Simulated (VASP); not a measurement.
## TiB2: single point with PBE

Crystal: TiB2.

```
Ti B
1.0
     3.03180    0.00000    0.00000
    -1.51590    2.62562    0.00000
     0.00000    0.00000    3.22423
Ti B
1 2
Direct
  0.00000 0.00000 0.00000
  0.33333 0.66667 0.50000
  0.66667 0.33333 0.50000
```

```yaml
Program: VASP 6.6.1
Task: single point
Functional: PBE
Potentials_or_basis: VASP PAW PBE potentials, release 64 (Ti_sv, B)
Cutoff: 520 eV
k_mesh: 18 × 18 × 16
Occupations: gaussian, width 0.15 eV
Spin: no spin polarisation
```

| Quantity | Value |
| --- | --- |
| Pressure | 0.2 GPa |
| Band gap on the k mesh | zero (band 9 reaches 10.39 eV, above the bottom of band 10 at 9.80 eV) |

Levels at points of the mesh, in eV from the Fermi level:
```tsv
k point	band 6	band 7	band 8	band 9	band 10	band 11	band 12	band 13
(0.00, 0.00, 0.00)	-2.65	-2.65	-2.34	-2.14	1.86	1.86	3.63	3.63
(0.50, 0.00, 0.00)	-9.27	-3.31	-3.24	-2.30	1.31	2.70	3.18	3.34
(0.00, 0.00, 0.50)	-7.64	-0.60	-0.60	-0.22	-0.22	0.41	0.41	1.63
(0.50, 0.00, 0.50)	-7.58	-4.68	-3.85	-3.18	2.46	2.88	4.44	4.55
```

Run time: 57 s on 1 thread of Intel(R) Xeon(R) Platinum 8559C (Emerald Rapids), on a shared host, peak memory 0.24 GiB.
